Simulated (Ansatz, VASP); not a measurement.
**MgO in VASP and in Ansatz**

```xyz
2
Lattice="0.0000 2.1085 2.1085 2.1085 0.0000 2.1085 2.1085 2.1085 0.0000" Properties=species:S:1:pos:R:3 pbc="T T T"
Mg    0.0000    0.0000    0.0000
O     2.1085    2.1085    2.1085
```

Alike in both runs: task single point; functional LDA; k mesh 8 × 8 × 8; occupations gaussian, width 0.1 eV; no spin polarisation.

```csv
,VASP,Ansatz
version,VASP 6.6.1,Ansatz 0.2.0
potentials or method,"VASP PAW LDA potentials, release 64 (Mg_sv, O), cutoff 840 eV","scalar-relativistic, plane waves, PAW"
valence electrons in the cell,16,16
```

```csv
,VASP,Ansatz,Ansatz less VASP
gap on the k mesh at the Fermi level (eV),4.63,4.62,-0.012
least direct gap on the mesh (eV),4.63,4.62,-0.012
pressure (GPa),-6.1,-6.6,-0.50
```

LDA's correlation is that of Perdew and Zunger in VASP and of Perdew and Wang (1992) in Ansatz.
